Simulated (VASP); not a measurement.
# CoSn (P6/mmm) in VASP: single point with PBE

Aim: the single point of CoSn with PBE.

All numbers are computed with VASP 6.6.1; they aren't measurements. Logs are shortened: lines on timing, memory, paths and dates and some standing lists are left out, and cuts for length are marked.

## 1. The cell of the first run

The structure is hexagonal, space group P6/mmm (No. 191). Conventional cell: a = 5.287 Å, b = 5.287 Å, c = 4.257 Å, α = 90.00°, β = 90.00°, γ = 120.00°. Co (site symmetry mmm) has 6 Sn at 2.62 to 2.64 Å and 4 Co at 2.64 Å within 3.5 Å. Sn (site symmetry -6m2) has 6 Co at 2.62 Å and 3 Sn at 3.05 Å within 3.5 Å. Sn (site symmetry 6/mmm) has 6 Co at 2.64 Å within 3.5 Å.

## 2. Single point, PBE

File INCAR:

```
PREC = Accurate ; ENCUT = 520
EDIFF = 1E-7 ; ISMEAR = -1
SIGMA = 0.15 ; LREAL = F
LASPH = T ; NELM = 60
ALGO = Fast ; ISIF = 2
LWAVE = F ; LCHARG = F
GGA = PE ; NBANDS = 44
```

File KPOINTS:

```
regular mesh
0
Gamma
  9 9 8
```

File POSCAR:

```
CoSn
1.0
    5.2874081735      0.0000000000      0.0000000000
   -2.6437040868      4.5790297985      0.0000000000
    0.0000000000      0.0000000000      4.2572326471
Co Sn
3 3
Direct
    0.0000000000      0.5000000000      0.0000000000
    0.5000000000      0.5000000000      0.0000000000
    0.5000000000      0.0000000000      0.0000000000
    0.6666666667      0.3333333333      0.5000000000
    0.3333333333      0.6666666667      0.5000000000
    0.0000000000      0.0000000000      0.0000000000
```

Potentials or basis: VASP PAW PBE potentials, release 64 (Co, Sn_d).

Launch:

```
$ cat potpaw_PBE.64/Co/POTCAR potpaw_PBE.64/Sn_d/POTCAR > POTCAR
$ mpirun -np 1 vasp_std > vasp.out
```

OUTCAR:

```text
PREC = Accurate
   ENCUT = 520
   EDIFF = 1E-7
   ISMEAR = -1
   LREAL = F
   LASPH = T
   NELM = 60
   ISIF = 2
   GGA = PE

 ion  position               nearest neighbor table
   1  0.000  0.500  0.000-   4 2.62   5 2.62   4 2.62   5 2.62   2 2.64   2 2.64   3 2.64   3 2.64
                             6 2.64   6 2.64
   2  0.500  0.500  0.000-   4 2.62   5 2.62   4 2.62   5 2.62   1 2.64   1 2.64   6 2.64   6 2.64
                             3 2.64   3 2.64
   3  0.500  0.000  0.000-   4 2.62   5 2.62   4 2.62   5 2.62   6 2.64   6 2.64   1 2.64   1 2.64
                             2 2.64   2 2.64
   4  0.667  0.333  0.500-   1 2.62   1 2.62   3 2.62   3 2.62   2 2.62   2 2.62   5 3.05   5 3.05
                             5 3.05   6 3.72   6 3.72   6 3.72   6 3.72   6 3.72   6 3.72
   5  0.333  0.667  0.500-   1 2.62   1 2.62   3 2.62   3 2.62   2 2.62   2 2.62   4 3.05   4 3.05
                             4 3.05   6 3.72   6 3.72   6 3.72   6 3.72   6 3.72   6 3.72
   6  0.000  0.000  0.000-   3 2.64   3 2.64   2 2.64   2 2.64   1 2.64   1 2.64   5 3.72   4 3.72
                             5 3.72   4 3.72   4 3.72   5 3.72   5 3.72   4 3.72   5 3.72   5 3.72

  LATTYP: Found a hexagonal cell.
 ALAT       =     5.2874081735
 C/A-ratio  =     0.8051643655

  Lattice vectors:

 A1 = (   5.2874081735,   0.0000000000,   0.0000000000)
 A2 = (  -2.6437040868,   4.5790297985,   0.0000000000)
 A3 = (   0.0000000000,   0.0000000000,   4.2572326471)

Analysis of symmetry for initial positions (statically):
=====================================================================
 Subroutine PRICEL returns:
 Original cell was already a primitive cell.

 Routine SETGRP: Setting up the symmetry group for a
 hexagonal supercell.

 Subroutine GETGRP returns: Found 24 space group operations
 (whereof 24 operations were pure point group operations)
 out of a pool of 24 trial point group operations.

The static configuration has the point symmetry D_6h.

Analysis of symmetry for dynamics (positions and initial velocities):
=====================================================================
 Subroutine PRICEL returns:
 Original cell was already a primitive cell.

 Routine SETGRP: Setting up the symmetry group for a
 hexagonal supercell.

 Subroutine GETGRP returns: Found 24 space group operations
 (whereof 24 operations were pure point group operations)
 out of a pool of 24 trial point group operations.

The dynamic configuration has the point symmetry D_6h.

 Subroutine INISYM returns: Found 24 space group operations
 (whereof 24 operations are pure point group operations),
 and found     1 'primitive' translations

----------------------------------------------------------------------------------------

                                     Primitive cell

  volume of cell :     103.0727

  direct lattice vectors                    reciprocal lattice vectors
     5.287408174  0.000000000  0.000000000     0.189128580  0.109193437  0.000000000
    -2.643704087  4.579029798  0.000000000     0.000000000  0.218386873  0.000000000
     0.000000000  0.000000000  4.257232647     0.000000000  0.000000000  0.234894375

  length of vectors
     5.287408174  5.287408174  4.257232647     0.218386873  0.218386873  0.234894375

  position of ions in fractional coordinates (direct lattice)
     0.000000000  0.500000000  0.000000000
     0.500000000  0.500000000  0.000000000
     0.500000000  0.000000000  0.000000000
     0.666666667  0.333333333  0.500000000
     0.333333333  0.666666667  0.500000000
     0.000000000  0.000000000  0.000000000

  ion indices of the primitive-cell ions
   primitive index   ion index
                 1           1
                 2           2
                 3           3
                 4           4
                 5           5
                 6           6

----------------------------------------------------------------------------------------

 KPOINTS: regular mesh

Automatic generation of k-mesh.
 Grid dimensions read from file:
 generate k-points for:    9    9    8

 Generating k-lattice:

  Cartesian coordinates                     Fractional coordinates (reciprocal lattice)
     0.021014287  0.012132604  0.000000000     0.111111111  0.000000000  0.000000000
     0.000000000  0.024265208  0.000000000     0.000000000  0.111111111  0.000000000
     0.000000000  0.000000000  0.029361797     0.000000000  0.000000000  0.125000000

  Length of vectors
     0.024265208  0.024265208  0.029361797

  Shift w.r.t. Gamma in fractional coordinates (k-lattice)
     0.000000000  0.000000000  0.000000000

 Subroutine IBZKPT returns following result:
 ===========================================

 Found     60 irreducible k-points:

 Following reciprocal coordinates:
            Coordinates               Weight
  0.000000  0.000000  0.000000      1.000000
  0.111111 -0.000000  0.000000      6.000000
  0.222222 -0.000000  0.000000      6.000000
  0.333333 -0.000000  0.000000      6.000000
  0.444444 -0.000000  0.000000      6.000000
  0.111111  0.111111  0.000000      6.000000
[... 16 lines left out ...]
  0.333333  0.222222  0.125000     24.000000
  0.333333  0.333333  0.125000      4.000000
 [... further k-points ...]
   k-points           NKPTS =     60   k-points in BZ     NKDIM =     60   number of bands    NBANDS=     44
   number of dos      NEDOS =    301   number of ions     NIONS =      6
   total plane-waves  NPLWV =  51200
   dimension x,y,z NGX =    40 NGY =   40 NGZ =   32
   dimension x,y,z NGXF=    80 NGYF=   80 NGZF=   64
   ions per type =               3   3
   NGX,Y,Z   is equivalent  to a cutoff of  12.58, 12.58, 12.50 a.u.
   NGXF,Y,Z  is equivalent  to a cutoff of  25.15, 25.15, 24.99 a.u.
 SYSTEM =  unknown system
   PREC   = accura    normal or accurate (medium, high low for compatibility)
   ISTART =      0    job   : 0-new  1-cont  2-samecut
   ICHARG =      2    charge: 1-file 2-atom 10-const
   ISPIN  =      1    spin polarized calculation?
   LNONCOLLINEAR =      F non collinear calculations
   LSORBIT =      F    spin-orbit coupling
   LASPH  =      T    aspherical Exc in radial PAW
   ENCUT  =  520.0 eV  38.22 Ry    6.18 a.u.   9.83  9.83  7.92*2*pi/ulx,y,z
   NELM   =     60;   NELMIN=  2; NELMDL= -5     # of ELM steps
   EDIFF  = 0.1E-06   stopping-criterion for ELM
   LREAL  =      F    real-space projection
   EDIFFG = 0.1E-05   stopping-criterion for IOM
   NSW    =      0    number of steps for IOM
   IBRION =     -1    ionic relax: 0-MD 1-quasi-New 2-CG
   NFREE  =      0    steps in history (QN), initial steepest desc. (CG)
   ISIF   =      2    stress and relaxation
   ISYM   =      2    0-nonsym 1-usesym 2-fastsym
   POTIM  = 0.5000    time-step for ionic-motion
   TEBEG  =    0.0;   TEEND  =   0.0 temperature during run
   PSTRESS=    0.0 pullay stress
   NELECT =      69.0000    total number of electrons
   NUPDOWN=      -1.0000    fix difference up-down
   EMIN   =  10.00;   EMAX   =-10.00  energy-range for DOS
   EFERMI =   0.00;   METHOD = LEGACY
   ISMEAR =    -1;   SIGMA  =   0.15  broadening in eV -4-tet -1-fermi 0-gaus
   EFERMI_NEDOS =   21; number of points for ismear=-14 and -15
   IALGO  =     68    algorithm
   IMIX   =      4    mixing-type and parameters
     AMIX     =   0.40;   BMIX     =  1.00
     AMIX_MAG =   1.60;   BMIX_MAG =  1.00
  volume/ion in A,a.u.               =      17.18       115.93
  Fermi-wavevector in a.u.,A,eV,Ry     =   1.432111  2.706297 27.904752  2.050941
  Thomas-Fermi vector in A             =   2.551774
   LORBIT       =      0    0 simple, 1 ext, 2 COOP (PROOUT), +10 PAW based schemes
   GGA     = PE    functional components
   LHFCALC =     F    Hartree Fock is set to
   AEXX    =    0.0000 exact exchange contribution
   IVDW    =     0    specifies the selected vdW correction
   LEPSILON=     F    determine dielectric tensor
   LRPA    =     F    only Hartree local field effects (RPA)
 non-spin polarized calculation
 RMM-DIIS sequential band-by-band and
  energy-cutoff  :      520.00
  volume of cell :      103.07
 maximum number of plane-waves:      2800
 NGX is ok and might be reduce to    40
   NGX = 19   NGY = 19   NGZ = 15

 number of electron      69.0000022 magnetization

 Free energy of the ion-electron system (eV)
  ---------------------------------------------------
  ext. energy  EPLUGINS =         0.00000000
  ---------------------------------------------------
  free energy    TOTEN  =       -33.40538297 eV

  energy without entropy =      -33.03727349  energy(sigma->0) =      -33.22132823

 E-fermi :   9.7992     XC(G=0): -11.6925

 val. band max:        9.7659926935   @ k =   0.3333   0.2222   0.2500
 cond. band min:       9.8376036294   @ k =   0.3333   0.1111   0.2500
 fundamental gap:      0.0716109359
 Fermi energy:         9.7991911899

 k-point     1 :       0.0000    0.0000    0.0000
  band No.  band energies     occupation
      1     -11.7747      2.00000
      2     -11.6675      2.00000
      3     -11.6675      2.00000
      4     -11.6512      2.00000
      5     -11.6512      2.00000
      6     -11.5527      2.00000
[... 36 lines left out ...]
     43      15.4693      0.00000
     44      16.2107      0.00000

 k-point     2 :       0.1111   -0.0000    0.0000
  band No.  band energies     occupation
      1     -11.7738      2.00000
      2     -11.6685      2.00000
      3     -11.6676      2.00000
      4     -11.6611      2.00000
      5     -11.6568      2.00000
      6     -11.5665      2.00000
[... 36 lines left out ...]
     43      15.1480      0.00000
     44      15.2733      0.00000

 k-point     3 :       0.2222   -0.0000    0.0000
  band No.  band energies     occupation
      1     -11.7715      2.00000
      2     -11.6813      2.00000
      3     -11.6711      2.00000
      4     -11.6710      2.00000
      5     -11.6669      2.00000
      6     -11.5768      2.00000
[... 976 lines left out ...]
     43      15.3205      0.00000
     44      15.8415      0.00000

 k-point    24 :       0.3333    0.3333    0.1250
  band No.  band energies     occupation
      1     -11.7667      2.00000
      2     -11.7396      2.00000
      3     -11.6669      2.00000
      4     -11.6669      2.00000
      5     -11.6322      2.00000
      6     -11.6322      2.00000
[... 36 lines left out ...]
     43      16.2342      0.00000
     44      16.2816      0.00000

 [... further k-points ...]

------------------------ aborting loop because EDIFF is reached ----------------------------------------

  FORCE on cell =-STRESS in cart. coord.  units (eV):
  Direction    XX          YY          ZZ          XY          YZ          ZX
  --------------------------------------------------------------------------------------
  -------------------------------------------------------------------------------------
  Total       -0.0167557     -0.0167557     -0.0853551      0.0000000      0.0000000      0.0000000
  in kB       -0.2604538     -0.2604538     -1.3267730      0.0000000      0.0000000      0.0000000
  external PRESSURE =      -0.6158935 kB  Pullay stress =       0.0000000 kB

 VOLUME and BASIS-vectors are now :
 -----------------------------------------------------------------------------
  energy-cutoff  :      520.00
  volume of cell :      103.07
      direct lattice vectors                 reciprocal lattice vectors
     5.287408174  0.000000000  0.000000000     0.189128580  0.109193437  0.000000000
    -2.643704087  4.579029798  0.000000000     0.000000000  0.218386873  0.000000000
     0.000000000  0.000000000  4.257232647     0.000000000  0.000000000  0.234894375

 POSITION                                       TOTAL-FORCE (eV/Angst)
 -----------------------------------------------------------------------------------
     -1.32185      2.28951      0.00000        -0.000000      0.000000      0.000000
      1.32185      2.28951      0.00000        -0.000000      0.000000      0.000000
      2.64370      0.00000      0.00000        -0.000000      0.000000      0.000000
      2.64370      1.52634      2.12862        -0.000000      0.000000     -0.000000
     -0.00000      3.05269      2.12862         0.000000     -0.000000      0.000000
      0.00000      0.00000      0.00000        -0.000000      0.000000      0.000000
 -----------------------------------------------------------------------------------
    total drift:                               -0.000000      0.000000     -0.000000

  FREE ENERGIE OF THE ION-ELECTRON SYSTEM (eV)
  ---------------------------------------------------
  free  energy   TOTEN  =       -33.4053829723 eV

  energy  without entropy=      -33.0372734856  energy(sigma->0) =      -33.22132823
```

Wall time 6 min (1 thread of Intel Xeon Platinum 8259CL at 2.50GHz (Skylake/Cascade Lake), shared host); peak memory 0.36 GiB.

What came out:

```yaml
Free_energy: -33.4054 eV
Pressure: -0.1 GPa
Band_gap_on_the_k_mesh: zero (an odd number of electrons rules out a gap without spin polarisation)
```

Caveat: spin-orbit coupling is left out, which moves the levels of the heavy elements; the run has no spin polarisation, though such a crystal can be magnetic. Spin polarisation is off, so any magnetic state and its effect on volume and gap are missing.
